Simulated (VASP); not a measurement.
Wanted: the native input for a VASP 6.6.1 run.

- Task: single point
- Functional: PBE
- Potentials or basis: VASP PAW PBE potentials, release 64 (C, O)
- Cutoff: 520 eV
- k mesh: 6 × 6 × 1
- Occupations: gaussian, width 0.05 eV
- Spin: no spin polarisation
- Dipole correction: yes
- Further INCAR settings: LREAL = Auto; ALGO = Normal; EDIFF = 1e-06; NBANDS = 72

The structure of C25O lies in POSCAR:

```
C25O
1.0
    5.0509324483      0.0000000000      0.0000000000
   -2.5254662241      4.3742358130      0.0000000000
    0.0000000000      0.0000000000     24.3675695640
C O
25 1
Direct
    0.1666666667      0.3333333333      0.1641526041
    0.1666666667      0.8333333333      0.1641526041
    0.6666666667      0.3333333333      0.1641526041
    0.6666666667      0.8333333333      0.1641526041
    0.0000000000      0.0000000000      0.1853081253
    0.0000000000      0.5000000000      0.1853081253
    0.5000000000      0.0000000000      0.1853081253
    0.5000000000      0.5000000000      0.1853081253
    0.0000000000      0.0000000000      0.2487746889
    0.0000000000      0.5000000000      0.2487746889
    0.5000000000      0.0000000000      0.2487746889
    0.5000000000      0.5000000000      0.2487746889
    0.3333333333      0.1666666667      0.2625971826
    0.3333333333      0.6666666667      0.2625971826
    0.8333333333      0.1666666667      0.2625971826
    0.8333333333      0.6666666667      0.2625971826
    0.3333333333      0.1666666667      0.4254554106
    0.3333333333      0.6666666667      0.4254554106
    0.8333333333      0.1666666667      0.4254554106
    0.8333333333      0.6666666667      0.4254554106
    0.1666666667      0.3333333333      0.4254658856
    0.1666666667      0.8333333333      0.4254658856
    0.6666666667      0.3333333333      0.4254658856
    0.6666666667      0.8333333333      0.4254658856
    0.6666666667      0.8333333333      0.4898957827
    0.9228197426      0.9614098713      0.5022166706
```

These files were run (other wordings do the same):

INCAR

```
SYSTEM = C25O
ALGO = Normal ; DIPOL = 0.5 0.5 0.302
EDIFF = 1E-6 ; ENCUT = 520
GGA = PE ; IDIPOL = 3
ISIF = 2 ; ISMEAR = 0
LASPH = .TRUE. ; LCHARG = .FALSE.
LDIPOL = .TRUE. ; LREAL = Auto
LWAVE = .FALSE. ; NBANDS = 72
NELM = 60 ; PREC = Accurate
SIGMA = 0.05
```

KPOINTS

```
k-points
0
G
  6 6 1
  0 0 0
```

Potentials or basis: VASP PAW PBE potentials, release 64 (C, O).

The run is started by

```sh
$ cat potpaw_PBE.64/C/POTCAR potpaw_PBE.64/O/POTCAR > POTCAR
$ mpirun -np 1 vasp_std > vasp.out
```

Results of the run:

The largest force is 7.757 eV/Å and the band gap on the k mesh is zero (bands 53 and 54 overlap by 0.03 eV).

Run time: 64 min on 1 thread of Intel Xeon 8259CL, on a shared host, peak memory 0.78 GiB.
